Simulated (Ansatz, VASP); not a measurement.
**One calculation of InPt3, two programs**

The input INCAR:

```
PREC = Accurate ; ENCUT = 520
EDIFF = 1E-8 ; ISMEAR = -1
SIGMA = 0.15 ; LREAL = False
LASPH = True ; NELM = 100
ALGO = Normal ; ISIF = 2
LWAVE = False ; LCHARG = False
GGA = CA ; LEFG = True
NBANDS = 30
```

File KPOINTS:

```
Automatic mesh
0
Gamma
  10 10 10
```

File POSCAR:

```
InPt3
1.0
    3.9663730297      0.0000000000      0.0000000000
    0.0000000000      3.9663730297      0.0000000000
    0.0000000000      0.0000000000      3.9663730297
In Pt
1 3
Direct
    0.0000000000      0.0000000000      0.0000000000
    0.5000000000      0.5000000000      0.0000000000
    0.0000000000      0.5000000000      0.5000000000
    0.5000000000      0.0000000000      0.5000000000
```

Input for Ansatz:

```yaml
crystal:
  lattice:
    - [3.9663730297, 0.0, 0.0]
    - [0.0, 3.9663730297, 0.0]
    - [0.0, 0.0, 3.9663730297]
  atoms:
    - { symbol: In, position: [0.0, 0.0, 0.0] }
    - { symbol: Pt, position: [0.5, 0.5, 0.0] }
    - { symbol: Pt, position: [0.0, 0.5, 0.5] }
    - { symbol: Pt, position: [0.5, 0.0, 0.5] }
basis:
  ecutwfc: 420
kpoints:
  mp_grid: { grid: [10, 10, 10] }
hamiltonian:
  xc: lda
scf:
  occupations: { method: fermi_dirac, width: 0.15 }
output:
  forces: true
  stress: true
  eigenvalues: true
  efg: {}
checkpoint:
  read: start.run
  write: ck
  compress: false
  write_wavefunctions: false
  write_every: 100000
```

Alike in both runs: task electric field gradients; functional LDA; k mesh 10 × 10 × 10; occupations fermi-dirac, width 0.15 eV; no spin polarisation.

|  | VASP | Ansatz |
| --- | --- | --- |
| version | VASP 6.6.1 | Ansatz 0.2.0 |
| potentials or method | VASP PAW LDA potentials, release 64 (In_d, Pt), cutoff 520 eV | scalar-relativistic, plane waves, PAW |
| valence electrons in the cell | 43 | 67 |

VASP gave:

```
gap on the k mesh at the Fermi level (eV)            : none
pressure (GPa)                                       : 0.8
size of Vzz on the site where it differs most (V/Å²) : 101.2
```

**Question.** Which values does Ansatz return?

**Answer.** gap on the k mesh at the Fermi level (eV): none; pressure (GPa): 0.0; size of Vzz on the site where it differs most (V/Å²): 100.0.

LDA's correlation is that of Perdew and Zunger in VASP and of Perdew and Wang (1992) in Ansatz. A gap of «none» marks a metal or a gap that the smearing closes. VASP's potentials hold 43 valence electrons a cell and Ansatz's 67, so a difference there can come from the potentials and not from the codes.

Neither program's run includes spin-orbit coupling.
